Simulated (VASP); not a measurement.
Write the native input for VASP 6.6.1 that does the following.

```yaml
Task: single point
Functional: b88 exchange, pbe correlation
Potentials_or_basis: VASP PAW PBE potentials, release 64 (Si, C)
Cutoff: 600 eV
k_mesh: 10 × 10 × 5
Occupations: fermi-dirac, width 0.05 eV
Spin: no spin polarisation
Dipole_correction: no
Further_INCAR_settings: ALGO = Normal; EDIFF = 1e-06; NBANDS = 16
```

The structure of SiC lies in POSCAR:

```
SiC
1.0
    3.0132068704      0.0000000000      0.0000000000
   -1.5066034352      2.6095136966      0.0000000000
    0.0000000000      0.0000000000      4.9449506768
Si C
2 2
Direct
    0.6666666667      0.3333333333      0.5000000000
    0.3333333333      0.6666666667      0.0000000000
    0.6666666667      0.3333333333      0.8850000000
    0.3333333333      0.6666666667      0.3850000000
```

These files were run (other wordings do the same):

INCAR

```
SYSTEM = SiC
ALGO = Normal ; EDIFF = 1E-6
ENCUT = 600 ; GGA = LIBXC
GGA_COMPAT = .False. ; ISIF = 2
ISMEAR = -1 ; LASPH = .True.
LCHARG = .False. ; LIBXC1 = GGA_X_B88
LIBXC2 = GGA_C_PBE ; LREAL = .False.
LWAVE = .False. ; NBANDS = 16
NELM = 120 ; PREC = Accurate
SIGMA = 0.05
```

KPOINTS

```
k-points
0
Gamma
  10 10 5
  0 0 0
```

Potentials or basis: VASP PAW PBE potentials, release 64 (Si, C).

The run is started by

```bash
$ cat potpaw_PBE.64/Si/POTCAR potpaw_PBE.64/C/POTCAR > POTCAR
$ mpirun -np 1 vasp_std > vasp.out
```

It gave:

```
Pressure               : 19.4 GPa
Largest force          : 0.855 eV/Å
Band gap on the k mesh : 2.38 eV (least direct gap 4.21 eV)
```

Caveat: the cell stands under pressure; the PAW data sets were made with another functional, which shifts forces and pressure a little; an odd mesh through Γ misses points on the zone boundary, where band edges can lie.

It took 14 s on 1 thread of AMD EPYC 9R45 96-Core Processor (Zen 5), on a shared host, peak memory 0.14 GiB.
